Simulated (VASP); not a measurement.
Wanted: the native input for a VASP 6.6.1 run.

```
Task                   : single point
Functional             : PBEsol
Potentials or basis    : VASP PAW PBE potentials, release 64 (Ti_sv)
Cutoff                 : 520 eV
k mesh                 : 13 × 13 × 7
Occupations            : fermi-dirac, width 0.08 eV
Spin                   : no spin polarisation
Dipole correction      : no
Further INCAR settings : ALGO = Normal; EDIFF = 1e-06; NBANDS = 19
```

The structure of Ti lies in POSCAR:

```
Ti
1.0
    2.9499978604      0.0000000000      0.0000000000
   -1.4749989302      2.5547730882      0.0000000000
    0.0000000000      0.0000000000      4.7797200000
Ti
2
Direct
    0.3333333333      0.6666666667      0.2500000000
    0.6666666667      0.3333333333      0.7500000000
```

This cell differs from its parent crystal: zz strain of +2 %.

One way to write it, as run:

INCAR

```
PREC = Accurate
ENCUT = 520
EDIFF = 1E-6
ISMEAR = -1
SIGMA = 0.08
LREAL = F
LASPH = T
NELM = 60
ALGO = Normal
ISIF = 2
LWAVE = F
LCHARG = F
GGA = PS
NBANDS = 19
```

KPOINTS

```
Automatic mesh
0
Gamma
  13 13 7
```

Potentials or basis: VASP PAW PBE potentials, release 64 (Ti_sv).

Run with:

```console
$ cat potpaw_PBE.64/Ti_sv/POTCAR > POTCAR
$ mpirun -np 1 vasp_std > vasp.out
```

Results of the run:

The pressure is -7.8 GPa and the band gap on the k mesh is zero (band 12 reaches 8.56 eV, above the bottom of band 13 at 7.53 eV).

Caveat: the cell differs from its parent crystal (zz strain of +2 %); the PAW data sets were made with another functional, which shifts forces and pressure a little.

It took 17 s on 1 thread of Intel(R) Xeon(R) 6975P-C (Granite Rapids), on a shared host, peak memory 0.18 GiB.
